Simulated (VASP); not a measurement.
Wanted: the native input for a VASP 6.6.1 run.

| Item | Value |
| --- | --- |
| Task | single point |
| Functional | PBEsol |
| Potentials or basis | VASP PAW PBE potentials, release 64 (W_sv, Na_pv) |
| Cutoff | 520 eV |
| k mesh | 3 × 3 × 3 |
| Occupations | gaussian, width 0.15 eV |
| Spin | no spin polarisation |
| Dipole correction | no |
| Further INCAR settings | LREAL = Auto; ALGO = Normal; EDIFF = 1e-06; NBANDS = 130 |

The structure of NaW16 (a cell with a defect) lies in POSCAR:

```
NaW16
1.0
    6.3200000000      0.0000000000      0.0000000000
    0.0000000000      6.3200000000      0.0000000000
    0.0000000000      0.0000000000      6.3200000000
W Na
16 1
Direct
    0.0047837664     -0.0117557195     -0.0000387179
    0.5001334380     -0.0116631837     -0.0000333993
    0.0045923974      0.4927839688     -0.0000828302
   -0.0023918393     -0.0046435361      0.4999159280
    0.2594906960      0.2418407020      0.2506616035
    0.5023944964      0.4904579811     -0.0000668260
    0.5019499052     -0.0175306642      0.4999008999
    0.7756564298      0.2173153233      0.2136579579
    0.0103561471      0.4909879341      0.4998979033
    0.2342385070      0.7586225898      0.2284728250
    0.2595115916      0.2418360619      0.7491663542
    0.4164943076      0.5766135492      0.4999575181
    0.7511184355      0.7334220469      0.2506217672
    0.7756314501      0.2172937715      0.7861751091
    0.2341598227      0.7586828830      0.7713792274
    0.7511012530      0.7334170997      0.7491842857
    0.6419696554      0.3507472424      0.4999329242
```

One way to write it, as run:

INCAR

```
SYSTEM = NaW16
  PREC = Accurate
  ENCUT = 520
  EDIFF = 1E-6
  ISMEAR = 0
  SIGMA = 0.15
  LREAL = Auto
  LASPH = .TRUE.
  NELM = 60
  ALGO = Normal
  ISIF = 2
  LWAVE = .FALSE.
  LCHARG = .FALSE.
  GGA = PS
  NBANDS = 130
```

KPOINTS

```
Automatic mesh
0
G
  3 3 3
  0 0 0
```

Potentials or basis: VASP PAW PBE potentials, release 64 (W_sv, Na_pv).

Launch:

```bash
$ cat potpaw_PBE.64/W_sv/POTCAR potpaw_PBE.64/Na_pv/POTCAR > POTCAR
$ mpirun -np 1 vasp_std > vasp.out
```

Results of the run:

| Property | Result |
| --- | --- |
| Pressure | 23.6 GPa |
| Largest force | 0.218 eV/Å |
| Band gap on the k mesh | zero (an odd number of electrons rules out a gap without spin polarisation) |

Caveat: atoms lie so close that the PAW spheres overlap strongly, which falsifies energies and pressures; the PAW data sets were made with another functional, which shifts forces and pressure a little; spin-orbit coupling is left out, which moves the levels of the heavy elements.

Run time: 38 min on 1 thread of Intel Xeon 8259CL (shared host), peak memory 0.46 GiB.
